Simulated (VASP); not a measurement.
# AlN (Pm) in VASP: further runs, part 2 of 2

VASP 6.6.1. The steps go on from the part before.

### Step 3. Single point, PBE (atom 1 (Al) moved by +0.126 Å along [1 0 0] and +0.630 Å along [1 2 0])

File INCAR:

```
SYSTEM = AlN
PREC = Accurate ; ENCUT = 520
EDIFF = 1E-6 ; ISMEAR = 0
SIGMA = 0.05 ; LREAL = .False.
LASPH = .True. ; NELM = 100
ALGO = Normal ; ISIF = 2
LWAVE = .False. ; LCHARG = .False.
GGA = PE ; NBANDS = 26
```

File KPOINTS:

```
regular mesh
0
Gamma
  8 6 4
  0 0 0
```

File POSCAR:

```
AlN
1.0
   -1.6567491617      2.8695737234      0.0000000000
    0.0000000000      0.0000000000      4.1874629526
    4.9702474850      2.8695737234      0.0000000000
Al N
4 4
Direct
    0.6456454651      0.7500000000      0.2405660054
    0.0000000000      0.7500000000      0.6666666667
    0.0000000000      0.2500000000      0.3333333333
    0.5000000000      0.2500000000      0.8333333333
    0.5000000000      0.2500000000      0.1666666667
    0.0000000000      0.2500000000      0.6666666667
    0.0000000000      0.7500000000      0.3333333333
    0.5000000000      0.7500000000      0.8333333333
```

Potentials or basis: VASP PAW PBE potentials, release 64 (Al, N).

On the command line:

```sh
$ cat potpaw_PBE.64/Al/POTCAR potpaw_PBE.64/N/POTCAR > POTCAR
$ mpirun -np 1 vasp_std > vasp.out
```

OUTCAR:

```text
SYSTEM = AlN
   PREC = Accurate
   ENCUT = 520
   EDIFF = 1E-6
   ISMEAR = 0
   LREAL = .False.
   LASPH = .True.
   NELM = 100
   ISIF = 2
   GGA = PE

 ion  position               nearest neighbor table
   1  0.646  0.750  0.241-   7 1.29   5 2.19   5 2.19   7 2.20   8 2.39   3 2.46   3 2.46   2 2.71
                             3 3.04   3 3.04   4 3.17   4 3.17   2 3.25
   2  0.000  0.750  0.667-   8 1.91   8 1.91   7 1.91   6 2.09   6 2.09   1 2.71   4 2.84   4 2.84
                             4 2.84   4 2.84   3 2.84   3 2.84   1 3.25
   3  0.000  0.250  0.333-   5 1.91   5 1.91   6 1.91   7 2.09   7 2.09   1 2.46   1 2.46   2 2.84
                             2 2.84   1 3.04   1 3.04   4 3.31   4 3.31   4 3.31   4 3.31
   4  0.500  0.250  0.833-   6 1.91   6 1.91   5 1.91   8 2.09   8 2.09   2 2.84   2 2.84   2 2.84
                             2 2.84   1 3.17   1 3.17   3 3.31   3 3.31   3 3.31   3 3.31
   5  0.500  0.250  0.167-   3 1.91   3 1.91   4 1.91   1 2.19   1 2.19
   6  0.000  0.250  0.667-   4 1.91   4 1.91   3 1.91   2 2.09   2 2.09
   7  0.000  0.750  0.333-   1 1.29   2 1.91   3 2.09   3 2.09   1 2.20
   8  0.500  0.750  0.833-   2 1.91   2 1.91   4 2.09   4 2.09   1 2.39

  LATTYP: Found a simple orthorhombic cell.
 ALAT       =     3.3134983233
 B/A-ratio  =     1.2637588868
 C/A-ratio  =     1.7320508076

  Lattice vectors:

 A1 = (  -1.6567491617,   2.8695737234,   0.0000000000)
 A2 = (   0.0000000000,   0.0000000000,   4.1874629526)
 A3 = (   4.9702474850,   2.8695737234,   0.0000000000)

Analysis of symmetry for initial positions (statically):
=====================================================================
 Subroutine PRICEL returns:
 Original cell was already a primitive cell.

 Routine SETGRP: Setting up the symmetry group for a
 simple orthorhombic supercell.

 Subroutine GETGRP returns: Found  2 space group operations
 (whereof  1 operations were pure point group operations)
 out of a pool of  8 trial point group operations.

The static configuration has the point symmetry C_1 .
 The point group associated with its full space group is C_1h.

Analysis of symmetry for dynamics (positions and initial velocities):
[... 146 lines left out ...]
  Fermi-wavevector in a.u.,A,eV,Ry     =   1.208082  2.282944 19.857191  1.459462
  Thomas-Fermi vector in A             =   2.343701
   LORBIT       =      0    0 simple, 1 ext, 2 COOP (PROOUT), +10 PAW based schemes
   GGA     = PE    functional components
   LHFCALC =     F    Hartree Fock is set to
   AEXX    =    0.0000 exact exchange contribution
   IVDW    =     0    specifies the selected vdW correction
   LEPSILON=     F    determine dielectric tensor
   LRPA    =     F    only Hartree local field effects (RPA)
 non-spin polarized calculation
 Gauss-broadening in eV      SIGMA  =   0.05
  energy-cutoff  :      520.00
  volume of cell :       79.63
 maximum number of plane-waves:      2174
 NGX is ok and might be reduce to    28
   NGX = 13   NGY = 15   NGZ = 21

 number of electron      31.9999994 magnetization

 Free energy of the ion-electron system (eV)
  ---------------------------------------------------
  ext. energy  EPLUGINS =         0.00000000
  ---------------------------------------------------
  free energy    TOTEN  =       -49.90579357 eV

  energy without entropy =      -49.90579357  energy(sigma->0) =      -49.90579357

 E-fermi :   8.0531     XC(G=0): -11.1231

 val. band max:        7.7798885707   @ k =   0.0000   0.0000   0.0000
 cond. band min:      10.3968098843   @ k =   0.0000   0.0000   0.0000
 fundamental gap:      2.6169213136
 Fermi energy:         8.0531494253

 k-point     1 :       0.0000    0.0000    0.0000
  band No.  band energies     occupation
      1      -9.2552      2.00000
      2      -7.1356      2.00000
      3      -6.1913      2.00000
      4      -4.8284      2.00000
      5       0.5810      2.00000
      6       1.2179      2.00000
[... 685 lines left out ...]
     25      17.5868      0.00000
     26      17.8688      0.00000

 [... further k-points ...]
[... 5 lines left out ...]
  --------------------------------------------------------------------------------------
  -------------------------------------------------------------------------------------
  Total       -1.7530383     48.1258950      0.9350622     -4.6781210      0.0000000      0.0000000
  in kB      -35.2709270    968.2874128     18.8133425    -94.1232499      0.0000000      0.0000000
  external PRESSURE =     317.2766094 kB  Pullay stress =       0.0000000 kB

 VOLUME and BASIS-vectors are now :
 -----------------------------------------------------------------------------
  energy-cutoff  :      520.00
  volume of cell :       79.63
      direct lattice vectors                 reciprocal lattice vectors
    -1.656749162  2.869573723  0.000000000    -0.150897919  0.261362862  0.000000000
     0.000000000  0.000000000  4.187462953     0.000000000  0.000000000  0.238808083
     4.970247485  2.869573723  0.000000000     0.150897919  0.087120954  0.000000000

 POSITION                                       TOTAL-FORCE (eV/Angst)
 -----------------------------------------------------------------------------------
      0.12600      2.54305      3.14060         2.402831    -43.692519      0.000000
      3.31350      1.91305      3.14060         1.393199      1.272526      0.000000
      1.65675      0.95652      1.04687        -0.579950      1.442305      0.000000
      3.31350      3.82610      1.04687         0.406057      0.136342      0.000000
      0.00000      1.91305      1.04687         0.987689      1.713089      0.000000
      3.31350      1.91305      1.04687        -0.788438     -0.458398      0.000000
      1.65675      0.95652      3.14060        -3.563298     39.186719      0.000000
      3.31350      3.82610      3.14060        -0.258091      0.399935      0.000000
 -----------------------------------------------------------------------------------
    total drift:                                0.000395     -0.000177      0.000000

  FREE ENERGIE OF THE ION-ELECTRON SYSTEM (eV)
  ---------------------------------------------------
  free  energy   TOTEN  =       -49.9057935685 eV

  energy  without entropy=      -49.9057935685  energy(sigma->0) =      -49.90579357
```

Run time: 77 s. Hardware: 1 thread of AMD EPYC 9R45 (Zen 5), shared host; peak memory 0.23 GiB.

Results:

| Item | Value |
| --- | --- |
| Free energy | -49.9058 eV |
| Pressure | 31.7 GPa |
| Largest force | 43.759 eV/Å |
| Band gap on the k mesh | 2.62 eV |

Forces on the atoms (eV/Å):
```
Al    2.403 -43.693   0.000
Al    1.393   1.273   0.000
Al   -0.580   1.442   0.000
Al    0.406   0.136   0.000
N     0.988   1.713   0.000
N    -0.788  -0.458   0.000
N    -3.563  39.187   0.000
N    -0.258   0.400   0.000
```

Stress tensor (GPa, compression positive):
```
-3.53 -9.41  0.00
-9.41 96.83  0.00
 0.00  0.00  1.88
```

Caveat: the cell differs from its parent crystal (atom 1 (Al) moved by +0.126 Å along [1 0 0] and +0.630 Å along [1 2 0]); atoms lie so close that the PAW spheres overlap strongly, which falsifies energies and pressures; the cell stands under pressure; forces of over 1 eV/Å act on the atoms, so gaps and moduli don't describe the material at rest.
